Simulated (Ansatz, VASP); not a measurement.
# One calculation of SrScS2, two programs

```
CELL_PARAMETERS angstrom
3.96719 0.00000 0.00000
0.00000 4.99913 0.00000
0.00000 0.00000 9.50157
ATOMIC_POSITIONS crystal
Sr 0.25000 0.75000 0.34146
Sr 0.75000 0.25000 0.65854
Sc 0.75000 0.25000 0.07795
Sc 0.25000 0.75000 0.92205
S 0.75000 0.75000 0.09343
S 0.25000 0.25000 0.90657
S 0.75000 0.25000 0.35047
S 0.25000 0.75000 0.64953
```

Alike in both runs: functional PBE; k mesh 4 × 4 × 2; no spin polarisation.

Ansatz relaxed the structure, and its values are those at the end. VASP's run is a single point on that final structure, the one shown.

|  | VASP | Ansatz |
| --- | --- | --- |
| version | VASP 6.6.1 | Ansatz 0.2.0 |
| potentials or method | VASP PAW PBE potentials, release 64 (Sr_sv, Sc_sv, S), cutoff 520 eV | PAW plane waves |
| occupations | fermi-dirac, width 0.1 eV | fermi-dirac |
| valence electrons in the cell | 66 | 66 |

Ansatz gave:

```
gap on the k mesh at the Fermi level (eV) : none
pressure (GPa)                            : 0.0
rms of the force components (eV/Å)        : 0.001
```

Question: What did VASP give for the same quantities?

Answer: gap on the k mesh at the Fermi level (eV): none; pressure (GPa): 0.2; rms of the force components (eV/Å): 0.003.

A gap of «none» marks a metal or a gap that the smearing closes. Ansatz's warnings: stress scf threshold loose.

The k mesh is coarse, so the values compare programs but aren't converged.
